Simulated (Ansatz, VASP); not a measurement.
Given: the input of a run of Ansatz 0.2.0 on HfN.

File input.yaml:

```yaml
crystal:
  lattice:
    - [0.0, 2.454822, 2.454822]
    - [2.454822, 0.0, 2.454822]
    - [2.454822, 2.454822, 0.0]
  atoms:
    - { symbol: Hf, position: [-0.001531, -0.002943, -0.0034] }
    - { symbol: "N", position: [0.263783, 0.242806, 0.239363] }
hamiltonian:
  xc: pbe
  pseudopotentials: { kind: paw, azcp: { folder: soft_1 } }
kpoints:
  mp_grid: { grid: [9, 9, 9] }
scf:
  occupations: { method: fermi_dirac, width: 0.05 }
output:
  forces: true
  stress: true
  eigenvalues: true
```

Potentials or basis: Ansatz PAW soft_1.

Launch:

```console
$ ansatz run input.yaml --threads 1 --pin off --max-ram 3584MiB --backend cpu --events-out ev --progress --plain --runs-dir out
```

Question: Set up the same calculation for VASP 6.6.1. Potentials there: VASP PAW PBE potentials, release 64 (Hf_pv, N).

Answer: As run (the cutoff follows the program's own potentials):

File INCAR:

```
PREC     = Accurate       # precision mode
ENCUT    = 520            # plane-wave cutoff, eV
EDIFF    = 1E-6           # SCF threshold, eV
ISMEAR   = -1             # smearing method
SIGMA    = 0.05           # smearing width, eV
LREAL    = F              # projectors in reciprocal space
LASPH    = T              # aspherical terms in the spheres
NELM     = 100            # most SCF steps
ALGO     = Normal         # electronic algorithm
ISIF     = 2              # what is computed and relaxed
LWAVE    = F              # write WAVECAR
LCHARG   = F              # write CHGCAR
GGA      = PE             # functional
NBANDS   = 14             # bands
```

KPOINTS

```
Automatic mesh
0
Gamma
  9 9 9
```

Contents of POSCAR:

```
HfN
1.0
    0.0000000000      2.4548220000      2.4548220000
    2.4548220000      0.0000000000      2.4548220000
    2.4548220000      2.4548220000      0.0000000000
Hf N
1 1
Direct
   -0.0015310000     -0.0029430000     -0.0034000000
    0.2637830000      0.2428060000      0.2393630000
```

Potentials or basis: VASP PAW PBE potentials, release 64 (Hf_pv, N).

Command:

```sh
$ cat potpaw_PBE.64/Hf_pv/POTCAR potpaw_PBE.64/N/POTCAR > POTCAR
$ mpirun -np 1 vasp_std > vasp.out
```

Both were run:

|  | VASP | Ansatz | Ansatz less VASP |
| --- | --- | --- | --- |
| gap on the k mesh at the Fermi level (eV) | none | none | - |
| pressure (GPa) | -0.1 | 0.9 | +1.05 |
| traceless stress, the component that is largest in VASP (GPa) | 1.67 | 1.69 | +0.014 |
| rms of the force components (eV/Å) | 0.324 | 0.324 | +0.0006 |

Atom by atom the forces differ by 0.001 eV/Å (rms over components). A gap of «none» marks a metal or a gap that the smearing closes. With one functional, cell and mesh, what is left measures potentials, basis and numerics. VASP's potentials hold 15 valence electrons a cell and Ansatz's 31, so a difference there can come from the potentials and not from the codes.

Neither program's run includes spin-orbit coupling.
